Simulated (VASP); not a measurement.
Here is a VASP 6.6.1 calculation.

The input INCAR:

```
SYSTEM = Si
ALGO     = Normal         ! electronic algorithm
EDIFF    = 1E-6           ! SCF threshold, eV
ENCUT    = 520            ! plane-wave cutoff, eV
GGA      = CA             ! functional
ISIF     = 2              ! what is computed and relaxed
ISMEAR   = 0              ! smearing method
LASPH    = .True.         ! aspherical terms in the spheres
LCHARG   = .False.        ! write CHGCAR
LREAL    = .False.        ! projectors in reciprocal space
LWAVE    = .False.        ! write WAVECAR
NBANDS   = 11             ! bands
NELM     = 60             ! most SCF steps
PREC     = Accurate       ! precision mode
SIGMA    = 0.01           ! smearing width, eV
```

KPOINTS

```
k-points
0
Gamma
  10 10 10
  0 0 0
```

File POSCAR:

```
Si
1.0
    0.0135048675      2.7077259380      2.7077259380
    2.7077259380      0.0135048675      2.7077259380
    2.7077259380      2.7077259380      0.0135048675
Si
2
Direct
    0.0003344791      0.0003344791      0.0003344791
    0.2496655209      0.2496655209      0.2496655209
```

Potentials or basis: VASP PAW LDA potentials, release 64 (Si).

Launch:

```bash
$ cat potpaw_LDA.64/Si/POTCAR > POTCAR
$ mpirun -np 1 vasp_std > vasp.out
```

(1) Estimate the pressure.

(2) What does it give for the band gap on the k mesh?

## Answers

(1) 0.0 GPa.

(2) 0.43 eV, indirect (least direct gap 2.44 eV).
